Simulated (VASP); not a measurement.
Set up this calculation in VASP 6.6.1, as the native input.

```
Task                   : single point
Functional             : r2SCAN
Potentials or basis    : VASP PAW PBE potentials, release 64 (Si, Ge_d)
Cutoff                 : 520 eV
k mesh                 : 12 × 12 × 4
Occupations            : gaussian, width 0.02 eV
Spin                   : no spin polarisation
Dipole correction      : no
Further INCAR settings : ALGO = Normal; EDIFF = 1e-06; NBANDS = 26
```

Crystal: SiGe.

```
CELL_PARAMETERS angstrom
3.98247 0.00000 0.00000
-1.99123 3.44892 0.00000
0.00000 0.00000 6.37624
ATOMIC_POSITIONS crystal
Si 0.66667 0.33333 0.87521
Si 0.33333 0.66667 0.37521
Ge 0.66667 0.33333 0.49979
Ge 0.33333 0.66667 0.99979
```

This cell differs from its parent crystal: biaxial strain in the a-b plane: +2.0 %.

The input as run:

POSCAR

```
SiGe
1.0
    3.9824651968      0.0000000000      0.0000000000
   -1.9912325984      3.4489160301      0.0000000000
    0.0000000000      0.0000000000      6.3762355096
Si Ge
2 2
Direct
    0.6666666667      0.3333333333      0.8752128676
    0.3333333333      0.6666666667      0.3752128676
    0.6666666667      0.3333333333      0.4997861324
    0.3333333333      0.6666666667     -0.0002138676
```

INCAR.step1

```
PREC = Accurate
ENCUT = 520
ISMEAR = 0
SIGMA = 0.02
LREAL = False
LASPH = True
NELM = 60
NBANDS = 26
GGA = PE
ALGO = Normal
EDIFF = 1E-4
LWAVE = True
LCHARG = False
```

INCAR.step2

```
PREC = Accurate
ENCUT = 520
EDIFF = 1E-6
ISMEAR = 0
SIGMA = 0.02
LREAL = False
LASPH = True
NELM = 60
ALGO = Normal
ISIF = 2
LWAVE = False
LCHARG = False
METAGGA = R2SCAN
LMIXTAU = True
NBANDS = 26
ISTART = 1
```

KPOINTS

```
Automatic mesh
0
Gamma
  12 12 4
```

Potentials or basis: VASP PAW PBE potentials, release 64 (Si, Ge_d).

The run is started by

```sh
$ cat potpaw_PBE.64/Si/POTCAR potpaw_PBE.64/Ge_d/POTCAR > POTCAR
$ cp INCAR.step1 INCAR
$ mpirun -np 1 vasp_std > vasp.out
$ cp INCAR.step2 INCAR
$ mpirun -np 1 vasp_std > vasp.out
```

Results of the run:

```json
{
 "Pressure": "-2.1 GPa",
 "Largest force": "0.186 eV/Å",
 "Band gap on the k mesh": "0.35 eV"
}
```

Caveat: the cell differs from its parent crystal (biaxial strain in the a-b plane: +2.0 %); the stress differs along the axes, from -4 to 2 GPa; semilocal functionals underestimate gaps, and a narrow one can read as zero; the PAW data sets were made with another functional, which shifts forces and pressure a little.

Wall time 7 min on 1 thread of AMD EPYC 7R43 64-Core Processor (Zen 3) (shared host), peak memory 0.23 GiB.
